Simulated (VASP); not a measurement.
# Pt (I4/mmm) in VASP: notebook

Runs on Pt. Level: LDA. Tasks: single point.

Program: VASP 6.6.1. These are calculated values, not measurements. Logs are shortened: lines on timing, memory, paths and dates and some standing lists are left out, and cuts for length are marked.

## 1. The cell of the first run

The structure is tetragonal, space group I4/mmm (No. 139). Conventional cell: a = 2.716 Å, b = 2.716 Å, c = 4.482 Å, α = 90.00°, β = 90.00°, γ = 90.00°. Pt (site symmetry 4/mmm) has 12 Pt at 2.72 to 2.95 Å within 3.6 Å.

## 2. Single point, LDA (16.53 Å³/atom)

The input, INCAR:

```
SYSTEM = Pt
PREC = Accurate
ENCUT = 520
EDIFF = 1E-7
ISMEAR = 0
SIGMA = 0.15
LREAL = .FALSE.
LASPH = .TRUE.
NELM = 60
ALGO = Fast
ISIF = 2
LWAVE = .FALSE.
LCHARG = .TRUE.
GGA = CA
LELF = .TRUE.
LVHAR = .TRUE.
NBANDS = 11
```

The input, KPOINTS:

```
Automatic mesh
0
G
  22 22 22
  0 0 0
```

The input, POSCAR:

```
Pt
1.0
    0.0000000000      1.9202792620      2.2409658988
    1.9202792620      0.0000000000      2.2409658988
    1.9202792620      1.9202792620      0.0000000000
Pt
1
Direct
    0.0000000000      0.0000000000      0.0000000000
```

Potentials or basis: VASP PAW LDA potentials, release 64 (Pt).

Run with:

```sh
> cat potpaw_LDA.64/Pt/POTCAR > POTCAR
> mpirun -np 1 vasp_std > vasp.out
```

OUTCAR:

```text
SYSTEM = Pt
   PREC = Accurate
   ENCUT = 520
   EDIFF = 1E-7
   ISMEAR = 0
   LREAL = .FALSE.
   LASPH = .TRUE.
   NELM = 60
   ISIF = 2
   GGA = CA

 ion  position               nearest neighbor table
   1  0.000  0.000  0.000-

  LATTYP: Found a body centered tetragonal cell.
 ALAT       =     2.7156849759
 C/A-ratio  =     1.6503872273

  Lattice vectors:

 A1 = (  -1.9202792620,   0.0000000000,   2.2409658988)
 A2 = (   1.9202792620,   0.0000000000,   2.2409658988)
 A3 = (   0.0000000000,   1.9202792620,  -2.2409658988)

Analysis of symmetry for initial positions (statically):
=====================================================================
 Subroutine PRICEL returns:
 Original cell was already a primitive cell.

 Routine SETGRP: Setting up the symmetry group for a
 body centered tetragonal supercell.

 Subroutine GETGRP returns: Found 16 space group operations
 (whereof 16 operations were pure point group operations)
 out of a pool of 16 trial point group operations.

The static configuration has the point symmetry D_4h.

Analysis of symmetry for dynamics (positions and initial velocities):
=====================================================================
 Subroutine PRICEL returns:
 Original cell was already a primitive cell.

 Routine SETGRP: Setting up the symmetry group for a
 body centered tetragonal supercell.

 Subroutine GETGRP returns: Found 16 space group operations
 (whereof 16 operations were pure point group operations)
 out of a pool of 16 trial point group operations.

The dynamic configuration has the point symmetry D_4h.

 Subroutine INISYM returns: Found 16 space group operations
 (whereof 16 operations are pure point group operations),
 and found     1 'primitive' translations

----------------------------------------------------------------------------------------

                                     Primitive cell

  volume of cell :      16.5270

  direct lattice vectors                    reciprocal lattice vectors
     0.000000000  1.920279262  2.240965899    -0.260378795  0.260378795  0.223118076
     1.920279262  0.000000000  2.240965899     0.260378795 -0.260378795  0.223118076
     1.920279262  1.920279262  0.000000000     0.260378795  0.260378795 -0.223118076

  length of vectors
     2.951169362  2.951169362  2.715684976     0.430553028  0.430553028  0.430553028

  position of ions in fractional coordinates (direct lattice)
     0.000000000  0.000000000  0.000000000

  ion indices of the primitive-cell ions
   primitive index   ion index
[... 77 lines left out ...]
   IBRION =     -1    ionic relax: 0-MD 1-quasi-New 2-CG
   NFREE  =      0    steps in history (QN), initial steepest desc. (CG)
   ISIF   =      2    stress and relaxation
   ISYM   =      2    0-nonsym 1-usesym 2-fastsym
   POTIM  = 0.5000    time-step for ionic-motion
   TEBEG  =    0.0;   TEEND  =   0.0 temperature during run
   PSTRESS=    0.0 pullay stress
   NELECT =      10.0000    total number of electrons
   NUPDOWN=      -1.0000    fix difference up-down
   EMIN   =  10.00;   EMAX   =-10.00  energy-range for DOS
   EFERMI =   0.00;   METHOD = LEGACY
   ISMEAR =     0;   SIGMA  =   0.15  broadening in eV -4-tet -1-fermi 0-gaus
   EFERMI_NEDOS =   21; number of points for ismear=-14 and -15
   IALGO  =     68    algorithm
   IMIX   =      4    mixing-type and parameters
     AMIX     =   0.40;   BMIX     =  1.00
     AMIX_MAG =   1.60;   BMIX_MAG =  1.00
  volume/ion in A,a.u.               =      16.53       111.53
  Fermi-wavevector in a.u.,A,eV,Ry     =   1.384661  2.616630 26.086264  1.917286
  Thomas-Fermi vector in A             =   2.509144
   LORBIT       =      0    0 simple, 1 ext, 2 COOP (PROOUT), +10 PAW based schemes
   GGA     = CA    functional components
   LHFCALC =     F    Hartree Fock is set to
   AEXX    =    0.0000 exact exchange contribution
   IVDW    =     0    specifies the selected vdW correction
   LEPSILON=     F    determine dielectric tensor
   LRPA    =     F    only Hartree local field effects (RPA)
 non-spin polarized calculation
 RMM-DIIS sequential band-by-band and
 Gauss-broadening in eV      SIGMA  =   0.15
  energy-cutoff  :      520.00
  volume of cell :       16.53
 maximum number of plane-waves:       461
 NGX is ok and might be reduce to    24
   NGX = 11   NGY = 11   NGZ = 11

 number of electron      10.0000000 magnetization

 number of electron       9.9999999 magnetization

 Free energy of the ion-electron system (eV)
  ---------------------------------------------------
  ext. energy  EPLUGINS =         0.00000000
  ---------------------------------------------------
  free energy    TOTEN  =        -7.29617509 eV

  energy without entropy =       -7.27408583  energy(sigma->0) =       -7.28513046

 E-fermi :   9.3617     XC(G=0): -13.1536

 val. band max:        9.3601016360   @ k =   0.4545   0.0455   0.0909
 cond. band min:       9.3619675263   @ k =  -0.4091   0.3182   0.0455
 fundamental gap:      0.0018658903
 Fermi energy:         9.3617381481

 k-point     1 :       0.0000    0.0000    0.0000
  band No.  band energies     occupation
      1       0.1883      2.00000
      2       5.0716      2.00000
      3       6.8466      2.00000
      4       6.8466      2.00000
      5       6.9451      2.00000
      6       8.9288      1.99996
      7      24.6358      0.00000
      8      26.6531      0.00000
      9      29.7400      0.00000
     10      29.7400      0.00000
     11      34.1926      0.00000
[... 309 lines left out ...]
 k-point    24 :      -0.4545    0.0455    0.0000
  band No.  band energies     occupation
      1       3.0858      2.00000
      2       5.3661      2.00000
      3       6.9178      2.00000
      4       8.6502      2.00000
      5       9.1382      1.96495
      6      10.3792      0.00000
      7      14.9273      0.00000
      8      22.8645      0.00000
      9      27.1751      0.00000
     10      29.5497      0.00000
     11      33.8264      0.00000

 [... further k-points ...]
[... 5 lines left out ...]
  --------------------------------------------------------------------------------------
  -------------------------------------------------------------------------------------
  Total       -1.8036705     -1.8036705     -3.2829402      0.0000000      0.0000000      0.0000000
  in kB     -174.8532734   -174.8532734   -318.2581445      0.0000000      0.0000000      0.0000000
  external PRESSURE =    -222.6548971 kB  Pullay stress =       0.0000000 kB

 VOLUME and BASIS-vectors are now :
 -----------------------------------------------------------------------------
  energy-cutoff  :      520.00
  volume of cell :       16.53
      direct lattice vectors                 reciprocal lattice vectors
     0.000000000  1.920279262  2.240965899    -0.260378795  0.260378795  0.223118076
     1.920279262  0.000000000  2.240965899     0.260378795 -0.260378795  0.223118076
     1.920279262  1.920279262  0.000000000     0.260378795  0.260378795 -0.223118076

 POSITION                                       TOTAL-FORCE (eV/Angst)
 -----------------------------------------------------------------------------------
      0.00000      0.00000      0.00000         0.000000      0.000000      0.000000
 -----------------------------------------------------------------------------------
    total drift:                                0.000000      0.000000     -0.000000

  FREE ENERGIE OF THE ION-ELECTRON SYSTEM (eV)
  ---------------------------------------------------
  free  energy   TOTEN  =        -7.2961750858 eV

  energy  without entropy=       -7.2740858314  energy(sigma->0) =       -7.28513046
```

OSZICAR:

```text
N       E                     dE             d eps       ncg     rms          rms(c)
DAV:   1     0.385367261331E+02    0.38537E+02   -0.53038E+03 18751   0.837E+02
DAV:   2    -0.709612339855E+01   -0.45633E+02   -0.43671E+02 20858   0.173E+02
DAV:   3    -0.772569619008E+01   -0.62957E+00   -0.62470E+00 21409   0.195E+01
DAV:   4    -0.772821563548E+01   -0.25194E-02   -0.25192E-02 20877   0.146E+00
DAV:   5    -0.772823710660E+01   -0.21471E-04   -0.21472E-04 21535   0.126E-01    0.102E+01
RMM:   6    -0.732923404336E+01    0.39900E+00   -0.45137E-01 18381   0.553E+00    0.521E+00
RMM:   7    -0.729987744378E+01    0.29357E-01   -0.50221E-02 19282   0.199E+00    0.238E+00
RMM:   8    -0.729647759725E+01    0.33998E-02   -0.67434E-03 19454   0.742E-01    0.544E-01
RMM:   9    -0.729616682183E+01    0.31078E-03   -0.10410E-03 20813   0.273E-01    0.802E-02
RMM:  10    -0.729617571236E+01   -0.88905E-05   -0.12950E-04 20917   0.882E-02    0.521E-02
RMM:  11    -0.729617473573E+01    0.97663E-06   -0.17663E-05 21405   0.306E-02    0.389E-03
RMM:  12    -0.729617500422E+01   -0.26849E-06   -0.33166E-06 20997   0.119E-02    0.440E-03
RMM:  13    -0.729617508585E+01   -0.81625E-07   -0.80491E-07 18291   0.552E-03
   1 F= -.72961751E+01 E0= -.72851305E+01  d E =-.220893E-01
```

It took 2.7 min on 1 thread of Intel Xeon 8259CL, shared host; peak memory 0.25 GiB.

What came out:

* Free energy: -7.2962 eV
* Pressure: -22.3 GPa
* Band gap on the k mesh: zero (bands 5 and 6 overlap by 2.57 eV)

Stress tensor (GPa, compression positive):
```
-17.49   0.00   0.00
  0.00 -17.49   0.00
  0.00   0.00 -31.83
```

Levels at points of the mesh, in eV from the Fermi level:
| k point | band 2 | band 3 | band 4 | band 5 | band 6 | band 7 | band 8 | band 9 |
| --- | --- | --- | --- | --- | --- | --- | --- | --- |
| (0.00, 0.00, 0.00) | -4.29 | -2.52 | -2.52 | -2.42 | -0.43 | 15.27 | 17.29 | 20.38 |
| (0.50, 0.00, 0.00) | -3.99 | -2.48 | -0.18 | 0.03 | 0.33 | 5.44 | 13.55 | 17.95 |
| (0.50, 0.50, 0.00) | -5.79 | 0.28 | 0.39 | 0.39 | 0.42 | 5.68 | 13.01 | 13.01 |
| (0.50, 0.00, 0.50) | -5.50 | -0.31 | -0.17 | 1.25 | 3.02 | 9.41 | 10.19 | 10.69 |

Caveat: the stress differs along the axes, from -32 to -17 GPa; spin-orbit coupling is left out, which moves the levels of the heavy elements.

## 3. Single point, LDA (16.53 Å³/atom)

The input, INCAR:

```
SYSTEM = Pt
ALGO = Fast ; EDIFF = 1E-7
ENCUT = 520 ; GGA = CA
ISIF = 2 ; ISMEAR = 0
LASPH = .TRUE. ; LCHARG = .TRUE.
LELF = .TRUE. ; LREAL = .FALSE.
LVHAR = .TRUE. ; LWAVE = .FALSE.
NBANDS = 11 ; NELM = 80
PREC = Accurate ; SIGMA = 0.15
```

The input, KPOINTS:

```
k-points
0
G
  22 22 22
  0 0 0
```

The input, POSCAR:

```
Pt
1.0
    0.0000000000      2.1285211156      1.8239297439
    2.1285211156      0.0000000000      1.8239297439
    2.1285211156      2.1285211156      0.0000000000
Pt
1
Direct
    0.0000000000      0.0000000000      0.0000000000
```

Potentials or basis: VASP PAW LDA potentials, release 64 (Pt).

Run with:

```sh
> cat potpaw_LDA.64/Pt/POTCAR > POTCAR
> mpirun -np 1 vasp_std > vasp.out
```

OUTCAR:

```text
SYSTEM = Pt
   EDIFF = 1E-7
   ENCUT = 520
   GGA = CA
   ISIF = 2
   ISMEAR = 0
   LASPH = .TRUE.
   LREAL = .FALSE.
   NELM = 80
   PREC = Accurate

 ion  position               nearest neighbor table
   1  0.000  0.000  0.000-

  LATTYP: Found a body centered tetragonal cell.
 ALAT       =     3.0101834295
 C/A-ratio  =     1.2118396016

  Lattice vectors:

 A1 = (   0.0000000000,  -2.1285211156,  -1.8239297439)
[... 508 lines left out ...]
      1       3.0791      2.00000
      2       5.4321      2.00000
      3       6.8842      2.00000
      4       8.4427      2.00000
      5       9.7488      0.00014
      6       9.8111      0.00001
      7      15.0887      0.00000
      8      23.5337      0.00000
      9      26.3434      0.00000
     10      29.6194      0.00000
     11      34.9209      0.00000

 [... further k-points ...]
[... 5 lines left out ...]
  --------------------------------------------------------------------------------------
  -------------------------------------------------------------------------------------
  Total       -2.6501486     -2.6501486     -2.0905418      0.0000000      0.0000000      0.0000000
  in kB     -256.9134146   -256.9134146   -202.6634403      0.0000000      0.0000000      0.0000000
  external PRESSURE =    -238.8300898 kB  Pullay stress =       0.0000000 kB

 VOLUME and BASIS-vectors are now :
 -----------------------------------------------------------------------------
  energy-cutoff  :      520.00
  volume of cell :       16.53
      direct lattice vectors                 reciprocal lattice vectors
     0.000000000  2.128521116  1.823929744    -0.234904881  0.234904881  0.274133366
     2.128521116  0.000000000  1.823929744     0.234904881 -0.234904881  0.274133366
     2.128521116  2.128521116  0.000000000     0.234904881  0.234904881 -0.274133366

 POSITION                                       TOTAL-FORCE (eV/Angst)
 -----------------------------------------------------------------------------------
      0.00000      0.00000      0.00000         0.000000      0.000000      0.000000
 -----------------------------------------------------------------------------------
    total drift:                               -0.000000      0.000000     -0.000000

  FREE ENERGIE OF THE ION-ELECTRON SYSTEM (eV)
  ---------------------------------------------------
  free  energy   TOTEN  =        -7.3293547092 eV

  energy  without entropy=       -7.3100229179  energy(sigma->0) =       -7.31968881
```

OSZICAR:

```text
N       E                     dE             d eps       ncg     rms          rms(c)
DAV:   1     0.384785739806E+02    0.38479E+02   -0.53044E+03 18668   0.837E+02
DAV:   2    -0.713860283724E+01   -0.45617E+02   -0.43636E+02 20939   0.173E+02
DAV:   3    -0.777070468222E+01   -0.63210E+00   -0.62792E+00 21524   0.195E+01
DAV:   4    -0.777320834734E+01   -0.25037E-02   -0.25035E-02 20982   0.145E+00
DAV:   5    -0.777322958053E+01   -0.21233E-04   -0.21232E-04 21648   0.125E-01    0.100E+01
RMM:   6    -0.736259297101E+01    0.41064E+00   -0.46300E-01 18379   0.559E+00    0.511E+00
RMM:   7    -0.733305908267E+01    0.29534E-01   -0.50711E-02 19245   0.200E+00    0.235E+00
RMM:   8    -0.732966710018E+01    0.33920E-02   -0.67437E-03 19581   0.742E-01    0.566E-01
RMM:   9    -0.732934009524E+01    0.32700E-03   -0.92708E-04 20898   0.258E-01    0.364E-02
RMM:  10    -0.732935557506E+01   -0.15480E-04   -0.13139E-04 20782   0.860E-02    0.497E-02
RMM:  11    -0.732935460441E+01    0.97065E-06   -0.11897E-05 21544   0.268E-02    0.120E-02
RMM:  12    -0.732935463912E+01   -0.34707E-07   -0.29981E-06 21649   0.117E-02    0.563E-03
RMM:  13    -0.732935470924E+01   -0.70123E-07   -0.71772E-07 18480   0.543E-03
   1 F= -.73293547E+01 E0= -.73196888E+01  d E =-.193318E-01
```

stdout:

```text
POSCAR found type information on POSCAR Pt
 POSCAR found :  1 types and       1 ions
 scaLAPACK will be used
 LDA part: xc-table for (Slater(with rela. corr.)+CA(PZ))
 , standard interpolation
 POSCAR, INCAR and KPOINTS ok, starting setup
 FFT: planning ... GRIDC
 FFT: planning ... GRID_SOFT
 FFT: planning ... GRID
 WAVECAR not read
 entering main loop
```

Wall time 2.9 min (1 thread of Intel Xeon 8259CL, shared host); peak memory 0.27 GiB.

Results:

- Free energy: -7.3294 eV
- Pressure: -23.9 GPa
- Band gap on the k mesh: zero (bands 5 and 6 overlap by 2.31 eV)

Levels at points of the mesh, in eV from the Fermi level:
| k point | band 1 | band 2 | band 3 | band 4 | band 5 | band 6 | band 7 | band 8 | band 9 | band 10 |
| --- | --- | --- | --- | --- | --- | --- | --- | --- | --- | --- |
| (0.00, 0.00, 0.00) | -9.16 | -3.54 | -3.54 | -2.25 | -2.13 | -0.68 | 15.32 | 18.24 | 18.24 | 21.91 |
| (0.50, 0.00, 0.00) | -6.33 | -3.98 | -2.35 | -0.31 | 0.04 | 0.52 | 5.39 | 14.00 | 16.89 | 20.63 |
| (0.50, 0.50, 0.00) | -5.88 | -5.66 | 0.12 | 0.50 | 0.50 | 4.11 | 9.41 | 9.41 | 10.43 | 17.99 |
| (0.50, 0.00, 0.50) | -6.14 | -5.48 | -0.15 | -0.10 | 0.88 | 1.19 | 6.93 | 11.84 | 12.66 | 20.58 |

Caveat: the stress differs along the axes, from -26 to -20 GPa; spin-orbit coupling is left out, which moves the levels of the heavy elements.
